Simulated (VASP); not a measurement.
Set up this calculation in VASP 6.6.1, as the native input.

| Quantity | Value |
| --- | --- |
| Task | single point |
| Functional | PBEsol |
| Potentials or basis | VASP PAW PBE potentials, release 64 (C) |
| Cutoff | 520 eV |
| k mesh | 18 × 18 × 6 |
| Occupations | gaussian, width 0.15 eV |
| Spin | no spin polarisation |
| Dipole correction | no |
| Further INCAR settings | ALGO = Normal; EDIFF = 1e-06; NBANDS = 16 |

The structure of C lies in POSCAR:

```
C
1.0
    1.2294746187     -2.2781208991      0.0000000000
    1.2294746187      2.2781208991      0.0000000000
    0.0000000000      0.0000000000      7.3778182888
C
4
Direct
    0.0833216498      0.9166783502      0.7498439858
    0.5833216498      0.4166783502      0.2501560142
    0.9166783502      0.0833216498      0.2501560142
    0.4166783502      0.5833216498      0.7498439858
```

This cell differs from its parent crystal: normal strain along x +0.0000, normal strain along y +0.0700.

These files were run (other wordings do the same):

INCAR

```
SYSTEM = C
ALGO = Normal
EDIFF = 1E-6
ENCUT = 520
GGA = PS
ISIF = 2
ISMEAR = 0
LASPH = .TRUE.
LCHARG = .TRUE.
LELF = .TRUE.
LREAL = .FALSE.
LVHAR = .TRUE.
LWAVE = .FALSE.
NBANDS = 16
NELM = 100
PREC = Accurate
SIGMA = 0.15
```

KPOINTS

```
k-points
0
G
  18 18 6
  0 0 0
```

Potentials or basis: VASP PAW PBE potentials, release 64 (C).

Launch:

```sh
$ cat potpaw_PBE.64/C/POTCAR > POTCAR
$ mpirun -np 1 vasp_std > vasp.out
```

Results of the run:

```yaml
Pressure: -20.9 GPa
Largest_force: 0.184 eV/Å
```

Caveat: the cell differs from its parent crystal (normal strain along x +0.0000, normal strain along y +0.0700); the cell stands under tension; this functional lacks dispersion, which binds the layers, so the pressure and a relaxed spacing across them are unreliable; the PAW data sets were made with another functional, which shifts forces and pressure a little.

Wall time 5.5 min on 1 thread of Intel Xeon 8259CL (shared host), peak memory 0.28 GiB.
